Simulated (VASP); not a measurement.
Here is a VASP 6.6.1 calculation.

Contents of INCAR:

```
SYSTEM = HfC
ALGO = Normal ; EDIFF = 1E-6
ENCUT = 520 ; GGA = PS
ISIF = 2 ; ISMEAR = 0
LASPH = .TRUE. ; LCHARG = .TRUE.
LELF = .TRUE. ; LREAL = .FALSE.
LVHAR = .TRUE. ; LWAVE = .FALSE.
NBANDS = 22 ; NELM = 60
PREC = Accurate ; SIGMA = 0.1
```

Contents of KPOINTS:

```
k-points
0
G
  12 12 9
  0 0 0
```

The input POSCAR:

```
HfC
1.0
    3.3008934944      0.0000000000      0.0000000000
   -1.6504467472      2.8586576213      0.0000000000
    0.0000000000      0.0000000000      5.1691492103
Hf C
2 2
Direct
    0.0000000000      0.0000000000      0.0000000000
    0.3333333333      0.6666666667      0.5000000000
    0.6666666667      0.3333333333      0.2500000000
    0.6666666667      0.3333333333      0.7500000000
```

Potentials or basis: VASP PAW PBE potentials, release 64 (Hf_pv, C).

The run is started by

```console
$ cat potpaw_PBE.64/Hf_pv/POTCAR potpaw_PBE.64/C/POTCAR > POTCAR
$ mpirun -np 1 vasp_std > vasp.out
```

(1) Estimate the pressure.

(2) What does it give for the band gap on the k mesh?

## Answers

(1) -0.4 GPa.

(2) zero (bands 14 and 15 overlap by 1.31 eV).

Caveat: the PAW data sets were made with another functional, which shifts forces and pressure a little; spin-orbit coupling is left out, which moves the levels of the heavy elements.
